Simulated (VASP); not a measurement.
# Al30Si (a cell with a defect) in VASP: single point with PBEsol

Aim: the single point of Al30Si (a cell with a defect) with PBEsol.

Everything below comes from runs of VASP 6.6.1. Logs are shortened: lines on timing, memory, paths and dates and some standing lists are left out, and cuts for length are marked.

## Step 1: The cell of the first run

The cell holds a defect, 31 atoms: a = 8.100 Å, b = 8.100 Å, c = 8.100 Å, α = 90.00°, β = 90.00°, γ = 90.00°.

## Step 2: Single point, PBEsol

INCAR

```
SYSTEM = Al30Si
ALGO = Normal
EDIFF = 1E-6
ENCUT = 520
GGA = PS
ISIF = 2
ISMEAR = 0
LASPH = .True.
LCHARG = .False.
LREAL = Auto
LWAVE = .False.
NBANDS = 68
NELM = 60
PREC = Accurate
SIGMA = 0.1
```

KPOINTS

```
k-points
0
Gamma
  3 3 3
  0 0 0
```

POSCAR

```
Al30Si
1.0
    8.1000000000      0.0000000000      0.0000000000
    0.0000000000      8.1000000000      0.0000000000
    0.0000000000      0.0000000000      8.1000000000
Al Si
30 1
Direct
    0.5005006173      0.0011554321      0.0020253086
    0.7481237037      0.2500427160      0.0018148148
    0.7487755556      0.0030223457      0.2504270370
   -0.0001767901     -0.0002076543      0.0011944444
    0.2535362963      0.2500519753      0.0027134568
    0.5005361728      0.4989707407      0.0019676543
    0.7489525926      0.7500430864      0.0018324691
    0.2515413580     -0.0032771605      0.2474079012
    0.7487608642      0.4970307407      0.2504220988
    0.5010920988      0.0020102469      0.4977346914
    0.7505730864      0.2500491358      0.4991391358
    0.7490119753     -0.0013045679      0.7505003704
   -0.0001867901      0.5002876543      0.0011877778
    0.2484900000      0.7500639506     -0.0056455556
    0.0044088889      0.2500255556      0.2543903704
    0.2515956790      0.5033714815      0.2473555556
    0.5016655556      0.7500501235      0.2497656790
    0.0040525926      0.0030238272      0.5024139506
    0.5010862963      0.4981100000      0.4977506173
    0.7530149383      0.7500249383      0.5018058025
    0.2488128395      0.0048018519      0.7460764198
    0.4966771605      0.2500503704      0.7468282716
    0.7490439506      0.5013939506      0.7504776543
   -0.0030808642      0.7500082716      0.2505975309
    0.0041159259      0.4970133333      0.5023832099
    0.2495312346      0.7500537037      0.5017791358
    0.0024065432      0.2500420988      0.7485998765
    0.2488120988      0.4953196296      0.7460969136
    0.4997643210      0.7500795062      0.7510859259
   -0.0006375309      0.7500367901      0.7508241975
    0.2745307407      0.2500841975      0.4667939506
```

Potentials or basis: VASP PAW PBE potentials, release 64 (Al, Si).

The run is started by

```console
$ cat potpaw_PBE.64/Al/POTCAR potpaw_PBE.64/Si/POTCAR > POTCAR
$ mpirun -np 1 vasp_std > vasp.out
```

OUTCAR:

```text
SYSTEM = Al30Si
   EDIFF = 1E-6
   ENCUT = 520
   GGA = PS
   ISIF = 2
   ISMEAR = 0
   LASPH = .True.
   LREAL = Auto
   NELM = 60
   PREC = Accurate

 ion  position               nearest neighbor table
   1  0.501  0.001  0.002-   8 2.83   5 2.84   2 2.84   3 2.84  17 2.86   7 2.86  12 2.86  29 2.88
                            14 2.88  22 2.89  21 2.91
   2  0.748  0.250  0.002-   9 2.84   3 2.84   1 2.84   6 2.84  13 2.87   4 2.87  12 2.88  23 2.88
                            22 2.90  27 2.91  15 2.91
   3  0.749  0.003  0.250-  10 2.84   2 2.84  11 2.84   1 2.84  17 2.86   4 2.87  24 2.87   7 2.87
                            15 2.88  20 2.89  18 2.91
   4  1.000  1.000  0.001-   8 2.85  14 2.86  24 2.86  30 2.86   3 2.87   7 2.87  12 2.87   2 2.87
                            27 2.88  15 2.88   5 2.89  21 2.89
   5  0.254  0.250  0.003-   1 2.84   6 2.84  16 2.85   8 2.85  22 2.86  15 2.87  28 2.88  21 2.88
                            13 2.89   4 2.89  27 2.89
   6  0.501  0.499  0.002-  16 2.83   5 2.84   2 2.84   9 2.84  17 2.86   7 2.86  23 2.86  29 2.88
                            14 2.88  22 2.89  28 2.91
   7  0.749  0.750  0.002-  17 2.84  24 2.85   6 2.86   1 2.86  29 2.86  12 2.86  23 2.86  13 2.87
                             4 2.87  30 2.87   3 2.87   9 2.87
   8  0.252  0.997  0.247-  31 2.72   1 2.83  17 2.85   4 2.85   5 2.85  14 2.86  10 2.86  15 2.87
                            26 2.87  24 2.87  18 2.88
   9  0.749  0.497  0.250-  19 2.84   2 2.84  11 2.84   6 2.84  17 2.86  13 2.87  24 2.87   7 2.87
[... 31 lines left out ...]
  25  0.004  0.497  0.502-  28 2.80  27 2.82  15 2.84  26 2.86  11 2.87  30 2.87  16 2.88  23 2.88
                            20 2.89  24 2.89   9 2.91  31 2.98
  26  0.250  0.750  0.502-  18 2.86  25 2.86  21 2.86  28 2.86  30 2.86  29 2.86   8 2.87  16 2.87
                            19 2.88  10 2.88  24 2.89  17 2.89
  27  0.002  0.250  0.749-  21 2.82  28 2.82  25 2.82  18 2.82  11 2.87  13 2.88   4 2.88  23 2.89
                            12 2.89   5 2.89   2 2.91  31 3.17
  28  0.249  0.495  0.746-  25 2.80  27 2.82  22 2.82  26 2.86  19 2.87   5 2.88  14 2.88  13 2.89
                            30 2.89  29 2.90   6 2.91  31 3.02
  29  0.500  0.750  0.751-  14 2.83  12 2.85  23 2.85  26 2.86   7 2.86   6 2.88   1 2.88  20 2.88
                            10 2.89  19 2.89  21 2.90  28 2.90
  30  0.999  0.750  0.751-  14 2.82  20 2.84  23 2.86  12 2.86  26 2.86  13 2.86   4 2.86   7 2.87
                            18 2.87  25 2.87  28 2.89  21 2.89
  31  0.275  0.250  0.467-  16 2.72   8 2.72  19 2.73  10 2.73  15 2.78  22 2.90  25 2.98  18 2.98
                            28 3.02  21 3.02  27 3.17

  LATTYP: Found a simple cubic cell.
 ALAT       =     8.1000000000

  Lattice vectors:

 A1 = (   8.1000000000,   0.0000000000,   0.0000000000)
 A2 = (   0.0000000000,   8.1000000000,   0.0000000000)
 A3 = (   0.0000000000,   0.0000000000,   8.1000000000)

Analysis of symmetry for initial positions (statically):
=====================================================================
[... 186 lines left out ...]
   ISMEAR =     0;   SIGMA  =   0.10  broadening in eV -4-tet -1-fermi 0-gaus
   EFERMI_NEDOS =   21; number of points for ismear=-14 and -15
   IALGO  =     38    algorithm
   IMIX   =      4    mixing-type and parameters
     AMIX     =   0.40;   BMIX     =  1.00
     AMIX_MAG =   1.60;   BMIX_MAG =  1.00
  volume/ion in A,a.u.               =      17.14       115.69
  Fermi-wavevector in a.u.,A,eV,Ry     =   0.918965  1.736593 11.490081  0.844497
  Thomas-Fermi vector in A             =   2.044106
   LORBIT       =      0    0 simple, 1 ext, 2 COOP (PROOUT), +10 PAW based schemes
   GGA     = PS    functional components
   LHFCALC =     F    Hartree Fock is set to
   AEXX    =    0.0000 exact exchange contribution
   IVDW    =     0    specifies the selected vdW correction
   LEPSILON=     F    determine dielectric tensor
   LRPA    =     F    only Hartree local field effects (RPA)
 non-spin polarized calculation
 Gauss-broadening in eV      SIGMA  =   0.10
  energy-cutoff  :      520.00
  volume of cell :      531.44
 maximum number of plane-waves:     14358
   NGX = 31   NGY = 31   NGZ = 31

 number of electron      94.0000001 magnetization

 Free energy of the ion-electron system (eV)
  ---------------------------------------------------
  ext. energy  EPLUGINS =         0.00000000
  ---------------------------------------------------
  free energy    TOTEN  =      -127.81791061 eV

  energy without entropy =     -127.77248705  energy(sigma->0) =     -127.79519883

 E-fermi :   7.4501     XC(G=0): -10.1070

 val. band max:        7.4401440258   @ k =   0.0000   0.3333   0.0000
 cond. band min:       7.4874693272   @ k =   0.3333   0.0000   0.0000
 fundamental gap:      0.0473253014
 Fermi energy:         7.4501452502

 k-point     1 :       0.0000    0.0000    0.0000
  band No.  band energies     occupation
      1      -3.4995      2.00000
      2      -1.7634      2.00000
      3      -1.2796      2.00000
      4      -1.2221      2.00000
      5      -1.2212      2.00000
      6      -1.1825      2.00000
[... 857 lines left out ...]
     58       9.3225      0.00000
     59       9.4330      0.00000
 [bands above 59 left out]

------------------------ aborting loop because EDIFF is reached ----------------------------------------

  FORCE on cell =-STRESS in cart. coord.  units (eV):
  Direction    XX          YY          ZZ          XY          YZ          ZX
  --------------------------------------------------------------------------------------
  -------------------------------------------------------------------------------------
  Total       -9.3548632    -10.1049426     -9.4773289      0.0019582     -0.0005425      0.4825255
  in kB      -28.2028481    -30.4641720    -28.5720550      0.0059037     -0.0016356      1.4547078
  external PRESSURE =     -29.0796917 kB  Pullay stress =       0.0000000 kB

 VOLUME and BASIS-vectors are now :
 -----------------------------------------------------------------------------
  energy-cutoff  :      520.00
  volume of cell :      531.44
      direct lattice vectors                 reciprocal lattice vectors
     8.100000000  0.000000000  0.000000000     0.123456790  0.000000000  0.000000000
     0.000000000  8.100000000  0.000000000     0.000000000  0.123456790  0.000000000
     0.000000000  0.000000000  8.100000000     0.000000000  0.000000000  0.123456790

 POSITION                                       TOTAL-FORCE (eV/Angst)
 -----------------------------------------------------------------------------------
      4.05406      0.00936      0.01640        -0.000613      0.009679     -0.011514
      6.05980      2.02535      0.01470         0.003443     -0.000583     -0.015529
      6.06508      0.02448      2.02846         0.006615     -0.004476      0.000802
      8.09857      8.09832      0.00967         0.014674     -0.011986     -0.012535
      2.05364      2.02542      0.02198        -0.013626      0.000010     -0.047539
      4.05434      4.04166      0.01594        -0.001574     -0.010326     -0.010527
[... 23 lines left out ...]
      8.09484      6.07530      6.08168         0.017001      0.000168     -0.013826
      2.22370      2.02568      3.78103        -0.273816     -0.000742      0.378776
 -----------------------------------------------------------------------------------
    total drift:                               -0.008363      0.002967      0.033825

  FREE ENERGIE OF THE ION-ELECTRON SYSTEM (eV)
  ---------------------------------------------------
  free  energy   TOTEN  =      -127.8179106127 eV

  energy  without entropy=     -127.7724870528  energy(sigma->0) =     -127.79519883
```

OSZICAR:

```text
N       E                     dE             d eps       ncg     rms          rms(c)
DAV:   1     0.118516107247E+03    0.11852E+03   -0.32766E+04  1904   0.111E+03
DAV:   2    -0.114295456656E+03   -0.23281E+03   -0.21681E+03  2228   0.143E+02
DAV:   3    -0.128532504211E+03   -0.14237E+02   -0.13530E+02  2368   0.284E+01
DAV:   4    -0.128877485909E+03   -0.34498E+00   -0.34105E+00  2368   0.474E+00
DAV:   5    -0.128884678385E+03   -0.71925E-02   -0.71825E-02  2296   0.796E-01    0.786E+00
DAV:   6    -0.128170278679E+03    0.71440E+00   -0.59809E-01  2316   0.202E+00    0.462E+00
DAV:   7    -0.127856388764E+03    0.31389E+00   -0.26948E-01  2232   0.140E+00    0.114E+00
DAV:   8    -0.127821557709E+03    0.34831E-01   -0.30588E-02  2312   0.484E-01    0.524E-01
DAV:   9    -0.127818532411E+03    0.30253E-02   -0.35342E-03  2216   0.161E-01    0.324E-01
DAV:  10    -0.127817967702E+03    0.56471E-03   -0.64156E-04  2376   0.683E-02    0.690E-02
DAV:  11    -0.127817914444E+03    0.53258E-04   -0.12081E-04  2264   0.281E-02    0.292E-02
DAV:  12    -0.127817911593E+03    0.28512E-05   -0.16761E-05  2424   0.103E-02    0.905E-03
DAV:  13    -0.127817910613E+03    0.98028E-06   -0.11883E-06  1344   0.334E-03
   1 F= -.12781791E+03 E0= -.12779520E+03  d E =-.454236E-01
```

Wall time 4.8 min (1 thread of Intel Xeon 6975P-C (Granite Rapids), shared host); peak memory 0.64 GiB.

Results:

* Free energy: -127.8179 eV
* Pressure: -2.9 GPa
* Largest force: 0.467 eV/Å
* Band gap on the k mesh: zero (bands 47 and 48 overlap by 0.35 eV)

Forces in eV/Å, atoms in the order of the input:
```
Al  -0.001  0.010 -0.012
Al   0.003 -0.001 -0.016
Al   0.007 -0.004  0.001
Al   0.015 -0.012 -0.013
Al  -0.014  0.000 -0.048
Al  -0.002 -0.010 -0.011
Al   0.004  0.000 -0.002
Al   0.029  0.078  0.012
Al   0.006  0.005  0.001
Al  -0.002  0.035 -0.032
Al   0.019  0.000 -0.007
Al   0.012 -0.003 -0.012
Al   0.015  0.013 -0.013
Al   0.008  0.000  0.014
Al  -0.027  0.000 -0.049
Al   0.028 -0.078  0.013
Al   0.007  0.000 -0.006
Al   0.007  0.004 -0.025
Al  -0.001 -0.035 -0.033
Al   0.003  0.001 -0.013
Al   0.014 -0.012 -0.011
Al   0.027  0.000  0.004
Al   0.011  0.003 -0.012
Al   0.038  0.000 -0.007
Al   0.007 -0.003 -0.026
Al   0.004  0.000 -0.014
Al   0.020  0.000 -0.024
Al   0.015  0.011 -0.011
Al   0.005  0.000 -0.014
Al   0.017  0.000 -0.014
Si  -0.274 -0.001  0.379
```

Stress tensor (GPa, compression positive):
```
-2.82  0.00  0.15
 0.00 -3.05  0.00
 0.15  0.00 -2.86
```

Caveat: the PAW data sets were made with another functional, which shifts forces and pressure a little.

The gap in the log of VASP goes by the Fermi energy; the results here count the filled bands.